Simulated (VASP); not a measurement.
# HgTe (Cmcm) in VASP: a series of runs, part 2 of 2

VASP 6.6.1.

## Step 4: Single point, PBEsol+D3(BJ)

This run uses another cell than the first one, of 31.28 Å³/atom.

The input, INCAR:

```
PREC = Accurate
ENCUT = 520
EDIFF = 1E-7
ISMEAR = -1
SIGMA = 0.05
LREAL = F
LASPH = T
NELM = 100
ALGO = Normal
ISIF = 2
LWAVE = F
LCHARG = T
GGA = PS
IVDW = 12
LELF = T
LVHAR = T
NBANDS = 26
```

The input, KPOINTS:

```
Automatic mesh
0
Gamma
  4 4 4
```

The input, POSCAR:

```
HgTe
1.0
    3.0318977528     -3.5125517187      0.0000000000
    3.0318977528      3.5125517187      0.0000000000
    0.0000000000      0.0000000000      5.8744572894
Hg Te
2 2
Direct
    0.3430500000      0.6569500000      0.7500000000
    0.6569500000      0.3430500000      0.2500000000
    0.7848090000      0.2151910000      0.7500000000
    0.2151910000      0.7848090000      0.2500000000
```

Potentials or basis: VASP PAW PBE potentials, release 64 (Hg, Te).

Started as:

```sh
> cat potpaw_PBE.64/Hg/POTCAR potpaw_PBE.64/Te/POTCAR > POTCAR
> mpirun -np 1 vasp_std > vasp.out
```

OUTCAR:

```text
PREC = Accurate
   ENCUT = 520
   EDIFF = 1E-7
   ISMEAR = -1
   LREAL = F
   LASPH = T
   NELM = 100
   ISIF = 2
   GGA = PS
   IVDW = 12
 IVDW          = 12

 ion  position               nearest neighbor table
   1  0.343  0.657  0.750-   3 3.06   3 3.06   4 3.07   4 3.07   3 3.10   2 3.67   2 3.67
   2  0.657  0.343  0.250-   4 3.06   4 3.06   3 3.07   3 3.07   4 3.10   1 3.67   1 3.67
   3  0.785  0.215  0.750-   1 3.06   1 3.06   2 3.07   2 3.07   1 3.10
   4  0.215  0.785  0.250-   2 3.06   2 3.06   1 3.07   1 3.07   2 3.10

[... 810 lines left out ...]
  Direction    XX          YY          ZZ          XY          YZ          ZX
  --------------------------------------------------------------------------------------
  -------------------------------------------------------------------------------------
  Total      -5.21534    -4.05315    -5.61851     0.00000    -0.00000     0.00000
  in kB     -66.78180   -51.90009   -71.94441     0.00000    -0.00000     0.00000
  external pressure =      -63.54 kB  Pullay stress =        0.00 kB

 VOLUME and BASIS-vectors are now :
 -----------------------------------------------------------------------------
  energy-cutoff  :      520.00
  volume of cell :      125.12
      direct lattice vectors                 reciprocal lattice vectors
     3.031897753 -3.512551719  0.000000000     0.164913213 -0.142346659  0.000000000
     3.031897753  3.512551719  0.000000000     0.164913213  0.142346659  0.000000000
     0.000000000  0.000000000  5.874457289     0.000000000  0.000000000  0.170228491

 POSITION                                       TOTAL-FORCE (eV/Angst)
 -----------------------------------------------------------------------------------
      3.03190      1.10259      4.40584         0.000000     -0.028093     -0.000000
      3.03190     -1.10259      1.46861         0.000000      0.028093     -0.000000
      3.03190     -2.00081      4.40584         0.000000      0.244943      0.000000
      3.03190      2.00081      1.46861         0.000000     -0.244943     -0.000000
 -----------------------------------------------------------------------------------
    total drift:                               -0.000000      0.000000     -0.000000

  FREE ENERGIE OF THE ION-ELECTRON SYSTEM (eV)
  ---------------------------------------------------
  free  energy   TOTEN  =        -9.5860865240 eV

  energy  without entropy=       -9.5716711672  energy(sigma->0) =       -9.57887885
```

It took 62 s on 1 thread of Intel Xeon Platinum 8375C at 2.90GHz (Ice Lake), shared host; peak memory 0.27 GiB.

What came out:

| Property | Result |
| --- | --- |
| Free energy | -9.5861 eV |
| Pressure | -6.4 GPa |
| Largest force | 0.245 eV/Å |
| Band gap on the k mesh | zero (bands 18 and 19 overlap by 1.92 eV) |
| Dispersion energy per atom | -0.377 eV |

Forces in eV/Å, atoms in the order of the input:
```
Hg   0.000 -0.028  0.000
Hg   0.000  0.028  0.000
Te   0.000  0.245  0.000
Te   0.000 -0.245  0.000
```

Stress tensor (GPa, compression positive):
```
-6.68  0.00  0.00
 0.00 -5.19  0.00
 0.00  0.00 -7.19
```

Levels at points of the mesh, in eV from the Fermi level:
```
           k point  band 14  band 15  band 16  band 17  band 18  band 19  band 20  band 21  band 22  band 23
(0.00, 0.00, 0.00)    -2.59    -2.59    -2.37    -0.93    -0.50    -0.36    -0.10     4.10     5.09     6.11
(0.50, 0.00, 0.00)    -3.71    -2.24    -1.81    -0.80    -0.48     1.37     2.36     2.89     4.35     4.98
(0.50, 0.50, 0.00)    -3.80    -1.96    -1.95    -1.69    -1.64    -1.61    -1.33     3.30     5.26     6.75
(0.00, 0.00, 0.50)    -3.57    -1.70    -1.70    -1.15    -1.15     1.35     1.35     4.73     4.73     5.04
(0.50, 0.00, 0.50)    -5.20    -0.83    -0.83     0.21     0.21     1.85     1.85     3.69     3.69     4.54
(0.50, 0.50, 0.50)    -4.27    -2.93    -2.93    -2.76    -2.76     1.96     1.96     5.45     5.45     6.70
```

Caveat: three body term missing; the cell stands under tension; the PAW data sets were made with another functional, which shifts forces and pressure a little; spin-orbit coupling is left out, which moves the levels of the heavy elements.

## Step 5: Single point, PBEsol+D3(BJ)

This run uses another cell than the first one, of 31.88 Å³/atom.

The input, INCAR:

```
SYSTEM = HgTe
ALGO = Normal
EDIFF = 1E-6
ENCUT = 520
GGA = PS
ISIF = 2
ISMEAR = -1
IVDW = 12
LASPH = .TRUE.
LCHARG = .FALSE.
LREAL = .FALSE.
LWAVE = .FALSE.
NBANDS = 26
NELM = 60
PREC = Accurate
SIGMA = 0.05
```

The input, KPOINTS:

```
k-points
0
G
  4 4 4
  0 0 0
```

The input, POSCAR:

```
HgTe
1.0
    3.0512097241     -3.5349252628      0.0000000000
    3.0512097241      3.5349252628      0.0000000000
    0.0000000000      0.0000000000      5.9118752236
Hg Te
2 2
Direct
    0.3430500000      0.6569500000      0.7500000000
    0.6569500000      0.3430500000      0.2500000000
    0.7848090000      0.2151910000      0.7500000000
    0.2151910000      0.7848090000      0.2500000000
```

Started as:

```sh
> cat potpaw_PBE.64/Hg/POTCAR potpaw_PBE.64/Te/POTCAR > POTCAR
> mpirun -np 1 vasp_std > vasp.out
```

It took 56 s on 1 thread of Intel Xeon Platinum 8375C at 2.90GHz (Ice Lake), shared host; peak memory 0.26 GiB.

It converged, with:

```yaml
Free_energy: -9.4877 eV
Pressure: -6.8 GPa
Largest_force: 0.287 eV/Å
Band_gap_on_the_k_mesh: zero (bands 18 and 19 overlap by 1.85 eV)
Dispersion_energy_per_atom: -0.369 eV
```

Forces in eV/Å, atoms in the order of the input:
```
Hg   0.000 -0.035  0.000
Hg   0.000  0.035  0.000
Te   0.000  0.287  0.000
Te   0.000 -0.287  0.000
```

Stress tensor (GPa, compression positive):
```
-7.20  0.00  0.00
 0.00 -5.52  0.00
 0.00  0.00 -7.70
```

Levels at points of the mesh, in eV from the Fermi level:
```
           k point  band 15  band 16  band 17  band 18  band 19  band 20  band 21  band 22
(0.00, 0.00, 0.00)    -2.55    -2.31    -0.89    -0.51    -0.35    -0.10     4.13     5.08
(0.50, 0.00, 0.00)    -2.17    -1.77    -0.79    -0.47     1.35     2.30     2.91     4.30
(0.50, 0.50, 0.00)    -1.95    -1.91    -1.64    -1.58    -1.55    -1.29     3.33     5.27
(0.00, 0.00, 0.50)    -1.65    -1.65    -1.11    -1.11     1.32     1.32     4.71     4.71
(0.50, 0.00, 0.50)    -0.81    -0.81     0.20     0.20     1.83     1.83     3.66     3.66
(0.50, 0.50, 0.50)    -2.84    -2.84    -2.69    -2.69     1.91     1.91     5.41     5.41
```

Caveat: three body term missing; the cell stands under tension; the PAW data sets were made with another functional, which shifts forces and pressure a little; spin-orbit coupling is left out, which moves the levels of the heavy elements.

## Step 6: Overview

| cell | gap on the mesh (eV) | pressure (GPa) | largest force (eV/Å) |
| --- | --- | --- | --- |
| a = 4.580, b = 4.580, c = 5.798 Å, angles 90.0, 90.0, 98.4°, 4 atoms | none | -5.2 | 0.15 |
| a = 4.610, b = 4.610, c = 5.837 Å, angles 90.0, 90.0, 98.4°, 4 atoms | none | -5.8 | 0.20 |
| a = 4.640, b = 4.640, c = 5.874 Å, angles 90.0, 90.0, 98.4°, 4 atoms | none | -6.4 | 0.24 |
| a = 4.670, b = 4.670, c = 5.912 Å, angles 90.0, 90.0, 98.4°, 4 atoms | none | -6.8 | 0.29 |

Alike in all rows: task single point; level PBEsol+D3(BJ); potentials or basis VASP PAW PBE potentials, release 64 (Hg, Te); no spin polarisation; k mesh 4 × 4 × 4; cutoff (eV) 520; smearing fermi-dirac 0.05 eV.

Caveats: three body term missing; the cell stands under tension; the PAW data sets were made with another functional, which shifts forces and pressure a little; spin-orbit coupling is left out, which moves the levels of the heavy elements.

Absolute energies hang on the potentials; compare differences alone.
